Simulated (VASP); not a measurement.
Runs of VASP 6.6.1 on SnW. The structure is that of space group Pm-3m (No. 221), or close to it. The cells are those of the table. The cell was built from a structure type or drawn by symmetry, and may not be a known phase.

| task | cell | k mesh | cutoff (eV) | gap on the mesh (eV) | pressure (GPa) | relaxed volume (Å³/atom) |
| --- | --- | --- | --- | --- | --- | --- |
| relaxation of cell and atoms | relaxed from a = 3.579 Å, 2 atoms | 6 × 6 × 6 | 600 | none | 0.0 | 18.63 |
| single point | a = 3.579 Å, 2 atoms | 6 × 6 × 6 | 520 | none | -21.3 | - |
| single point | a = 3.331 Å, 2 atoms | 16 × 16 × 16 | 520 | none | 0.1 | - |
| relaxation of cell and atoms | relaxed from a = 3.339 Å, 2 atoms | 16 × 16 × 16 | 600 | none | 0.0 | (a) |
| single point | a = 3.339 Å, 2 atoms | 6 × 6 × 6 | 520 | none | 0.1 | - |

Alike in all rows: level PBE; potentials or basis VASP PAW PBE potentials, release 64 (Sn_d, W_sv); no spin polarisation; smearing gaussian 0.1 eV.

Problem. Estimate the missing entries.

Solution. (a) 18.49.

Caveats: spin-orbit coupling is left out, which moves the levels of the heavy elements; the volume moved by over 15 % at a fixed basis, so the end points are rough (at least some runs); the cell stands under tension (at least some runs).

A k mesh can miss the band edges, and the runs leave out spin-orbit coupling on Sn, W.

A gap of «none» marks levels without a gap at the run's occupations.
